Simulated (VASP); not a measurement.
# BeAl3 (I4/mmm) in VASP: further runs, part 2 of 2

VASP 6.6.1. The steps go on from the part before.

### Step 3. Single point, PBE

This run uses another cell than the first one, of 13.75 Å³/atom.

File INCAR:

```
ALGO = Normal
EDIFF = 1E-7
ENCUT = 520
GGA = PE
ISIF = 2
ISMEAR = 1
LASPH = True
LCHARG = True
LELF = True
LREAL = False
LVHAR = True
LWAVE = False
NBANDS = 14
NELM = 60
PREC = Accurate
SIGMA = 0.1
```

File KPOINTS:

```
k-points
0
Gamma
  8 8 8
```

File POSCAR:

```
BeAl3
1.0
   -1.9070304712      1.9070304712      3.7821601082
    1.9070304712     -1.9070304712      3.7821601082
    1.9070304712      1.9070304712     -3.7821601082
Be Al
1 3
Direct
    0.0000000000      0.0000000000      0.0000000000
    0.7500000000      0.2500000000      0.5000000000
    0.2500000000      0.7500000000      0.5000000000
    0.5000000000      0.5000000000      0.0000000000
```

Potentials or basis: VASP PAW PBE potentials, release 64 (Be, Al).

The run is started by

```console
$ cat potpaw_PBE.64/Be/POTCAR potpaw_PBE.64/Al/POTCAR > POTCAR
$ mpirun -np 1 vasp_std > vasp.out
```

Wall time 48 s (1 thread of Intel Xeon Platinum 8488C (Sapphire Rapids), shared host); peak memory 0.21 GiB.

The run converged. Its results:

* Free energy: -14.3181 eV
* Pressure: 6.3 GPa
* Band gap on the k mesh: zero (an odd number of electrons rules out a gap without spin polarisation)

Stress tensor (GPa, compression positive):
```
6.52 0.00 0.00
0.00 6.52 0.00
0.00 0.00 5.97
```

Levels at points of the mesh, in eV from the Fermi level:
| k point | band 1 | band 2 | band 3 | band 4 | band 5 | band 6 | band 7 | band 8 | band 9 | band 10 |
| --- | --- | --- | --- | --- | --- | --- | --- | --- | --- | --- |
| (0.00, 0.00, 0.00) | -11.45 | -2.66 | -0.51 | -0.48 | -0.48 | -0.35 | -0.35 | 0.21 | 1.15 | 2.74 |
| (0.50, 0.00, 0.00) | -8.67 | -8.12 | -3.67 | -3.48 | -0.02 | 0.30 | 1.85 | 2.72 | 4.32 | 5.54 |
| (0.50, 0.50, 0.00) | -6.74 | -6.55 | -4.80 | -4.49 | -3.94 | -3.18 | 1.63 | 2.41 | 3.82 | 4.55 |
| (0.50, 0.50, 0.50) | -9.33 | -8.59 | -2.78 | -2.78 | -0.73 | -0.65 | 5.99 | 6.47 | 6.47 | 6.55 |

Caveat: the cell stands under pressure.

### Step 4. Single point, PBE

This run uses another cell than the first one, of 14.14 Å³/atom.

File INCAR:

```
SYSTEM = BeAl3
  PREC = Accurate
  ENCUT = 520
  EDIFF = 1E-6
  ISMEAR = 1
  SIGMA = 0.1
  LREAL = .FALSE.
  LASPH = .TRUE.
  NELM = 60
  ALGO = Normal
  ISIF = 2
  LWAVE = .FALSE.
  LCHARG = .FALSE.
  GGA = PE
  NBANDS = 14
```

File KPOINTS:

```
regular mesh
0
G
  8 8 8
  0 0 0
```

File POSCAR:

```
BeAl3
1.0
   -1.9247713083      1.9247713083      3.8173450134
    1.9247713083     -1.9247713083      3.8173450134
    1.9247713083      1.9247713083     -3.8173450134
Be Al
1 3
Direct
    0.0000000000      0.0000000000      0.0000000000
    0.7500000000      0.2500000000      0.5000000000
    0.2500000000      0.7500000000      0.5000000000
    0.5000000000      0.5000000000      0.0000000000
```

The run is started by

```console
$ cat potpaw_PBE.64/Be/POTCAR potpaw_PBE.64/Al/POTCAR > POTCAR
$ mpirun -np 1 vasp_std > vasp.out
```

It took 36 s on 1 thread of Intel Xeon Platinum 8488C (Sapphire Rapids), shared host; peak memory 0.21 GiB.

It converged, with:

* Free energy: -14.3647 eV
* Pressure: 3.4 GPa
* Band gap on the k mesh: zero (an odd number of electrons rules out a gap without spin polarisation)

Stress tensor (GPa, compression positive):
```
3.55 0.00 0.00
0.00 3.55 0.00
0.00 0.00 2.98
```

Levels at points of the mesh, in eV from the Fermi level:
```tsv
k point	band 2	band 3	band 4	band 5	band 6	band 7	band 8	band 9
(0.00, 0.00, 0.00)	-2.61	-0.52	-0.45	-0.45	-0.35	-0.35	0.25	1.16
(0.50, 0.00, 0.00)	-7.99	-3.61	-3.43	0.00	0.29	1.79	2.63	4.27
(0.50, 0.50, 0.00)	-6.46	-4.71	-4.39	-3.94	-3.16	1.63	2.37	3.72
(0.50, 0.50, 0.50)	-8.45	-2.73	-2.73	-0.73	-0.68	5.87	6.33	6.33
```

Caveat: the cell stands under pressure.

### Step 5. Single point, PBE

This run uses another cell than the first one, of 14.53 Å³/atom.

File INCAR:

```
SYSTEM = BeAl3
PREC = Accurate
ENCUT = 520
EDIFF = 1E-6
ISMEAR = 1
SIGMA = 0.1
LREAL = .False.
LASPH = .True.
NELM = 80
ALGO = Normal
ISIF = 2
LWAVE = .False.
LCHARG = .False.
GGA = PE
NBANDS = 14
```

File KPOINTS:

```
Automatic mesh
0
Gamma
  8 8 8
  0 0 0
```

File POSCAR:

```
BeAl3
1.0
   -1.9421910000      1.9421910000      3.8518930000
    1.9421910000     -1.9421910000      3.8518930000
    1.9421910000      1.9421910000     -3.8518930000
Be Al
1 3
Direct
    0.0000000000      0.0000000000      0.0000000000
    0.7500000000      0.2500000000      0.5000000000
    0.2500000000      0.7500000000      0.5000000000
    0.5000000000      0.5000000000      0.0000000000
```

Potentials or basis: VASP PAW PBE potentials, release 64 (Be, Al).

The run is started by

```console
$ cat potpaw_PBE.64/Be/POTCAR potpaw_PBE.64/Al/POTCAR > POTCAR
$ mpirun -np 1 vasp_std > vasp.out
```

OUTCAR:

```text
SYSTEM = BeAl3
   PREC = Accurate
   ENCUT = 520
   EDIFF = 1E-6
   ISMEAR = 1
   LREAL = .False.
   LASPH = .True.
   NELM = 80
   ISIF = 2
   GGA = PE

 ion  position               nearest neighbor table
   1  0.000  0.000  0.000-   2 2.74   3 2.74   2 2.74   3 2.74   2 2.74   3 2.74   2 2.74   3 2.74
                             4 2.75   4 2.75   4 2.75   4 2.75
   2  0.750  0.250  0.500-   4 2.74   1 2.74   1 2.74   4 2.74   1 2.74   4 2.74   4 2.74   1 2.74
                             3 2.75   3 2.75   3 2.75   3 2.75
   3  0.250  0.750  0.500-   1 2.74   4 2.74   1 2.74   4 2.74   1 2.74   4 2.74   1 2.74   4 2.74
                             2 2.75   2 2.75   2 2.75   2 2.75
   4  0.500  0.500  0.000-   3 2.74   2 2.74   2 2.74   3 2.74   2 2.74   3 2.74   3 2.74   2 2.74
[... 613 lines left out ...]
  Total        0.3430633      0.3430633      0.1337700      0.0000000      0.0000000      0.0000000
  in kB        9.4572905      9.4572905      3.6876636      0.0000000      0.0000000      0.0000000
  external PRESSURE =       7.5340815 kB  Pullay stress =       0.0000000 kB

 VOLUME and BASIS-vectors are now :
 -----------------------------------------------------------------------------
  energy-cutoff  :      520.00
  volume of cell :       58.12
      direct lattice vectors                 reciprocal lattice vectors
    -1.942191000  1.942191000  3.851893000     0.000000000  0.257441209  0.129806306
     1.942191000 -1.942191000  3.851893000     0.257441209  0.000000000  0.129806306
     1.942191000  1.942191000 -3.851893000     0.257441209  0.257441209  0.000000000

 POSITION                                       TOTAL-FORCE (eV/Angst)
 -----------------------------------------------------------------------------------
      0.00000      0.00000      0.00000        -0.000000      0.000000      0.000000
      0.00000      1.94219      1.92595         0.000000      0.000000      0.000000
      1.94219      0.00000      1.92595        -0.000000     -0.000000     -0.000000
      0.00000      0.00000      3.85189        -0.000000      0.000000      0.000000
 -----------------------------------------------------------------------------------
    total drift:                               -0.000000     -0.000000     -0.000000

  FREE ENERGIE OF THE ION-ELECTRON SYSTEM (eV)
  ---------------------------------------------------
  free  energy   TOTEN  =       -14.3844112017 eV

  energy  without entropy=      -14.3837857187  energy(sigma->0) =      -14.38420271
```

OSZICAR:

```text
N       E                     dE             d eps       ncg     rms          rms(c)
DAV:   1     0.541793898664E+01    0.54179E+01   -0.40370E+03  1652   0.606E+02
DAV:   2    -0.138428826432E+02   -0.19261E+02   -0.18141E+02  2148   0.879E+01
DAV:   3    -0.144786318482E+02   -0.63575E+00   -0.63227E+00  2230   0.137E+01
DAV:   4    -0.144848521603E+02   -0.62203E-02   -0.62189E-02  1960   0.175E+00
DAV:   5    -0.144849945558E+02   -0.14240E-03   -0.14239E-03  2236   0.271E-01    0.256E+00
DAV:   6    -0.144152913423E+02    0.69703E-01   -0.54581E-02  1958   0.929E-01    0.145E+00
DAV:   7    -0.143867754938E+02    0.28516E-01   -0.28412E-02  2160   0.740E-01    0.296E-01
DAV:   8    -0.143844485727E+02    0.23269E-02   -0.25183E-03  1972   0.242E-01    0.699E-02
DAV:   9    -0.143844111474E+02    0.37425E-04   -0.14686E-04  2148   0.669E-02    0.473E-02
DAV:  10    -0.143844112017E+02   -0.54298E-07   -0.57373E-06  1960   0.126E-02
   1 F= -.14384411E+02 E0= -.14384203E+02  d E =-.625483E-03
```

stdout:

```text
POSCAR found type information on POSCAR BeAl
 POSCAR found :  2 types and       4 ions
 scaLAPACK will be used
 LDA part: xc-table for (Slater+PW92), standard interpolation
 POSCAR, INCAR and KPOINTS ok, starting setup
 FFT: planning ... GRIDC
 FFT: planning ... GRID_SOFT
 FFT: planning ... GRID
 WAVECAR not read
 entering main loop
```

Wall time 36 s (1 thread of Intel Xeon Platinum 8488C (Sapphire Rapids), shared host); peak memory 0.21 GiB.

Results:

* Free energy: -14.3844 eV
* Pressure: 0.8 GPa
* Band gap on the k mesh: zero (an odd number of electrons rules out a gap without spin polarisation)

### Step 6. Overview

| cell | gap on the mesh (eV) | pressure (GPa) |
| --- | --- | --- |
| a = 4.601 Å, angles 131.5, 131.5, 71.0°, 4 atoms | none | 9.7 |
| a = 4.645 Å, angles 131.5, 131.5, 71.0°, 4 atoms | none | 6.3 |
| a = 4.688 Å, angles 131.5, 131.5, 71.0°, 4 atoms | none | 3.4 |
| a = 4.731 Å, angles 131.5, 131.5, 71.0°, 4 atoms | none | 0.8 |

Alike in all rows: task single point; level PBE; potentials or basis VASP PAW PBE potentials, release 64 (Be, Al); no spin polarisation; k mesh 8 × 8 × 8; cutoff (eV) 520; smearing methfessel-paxton 0.1 eV.

Caveats: the cell stands under pressure (at least some runs).

Absolute energies hang on the potentials; compare differences alone.
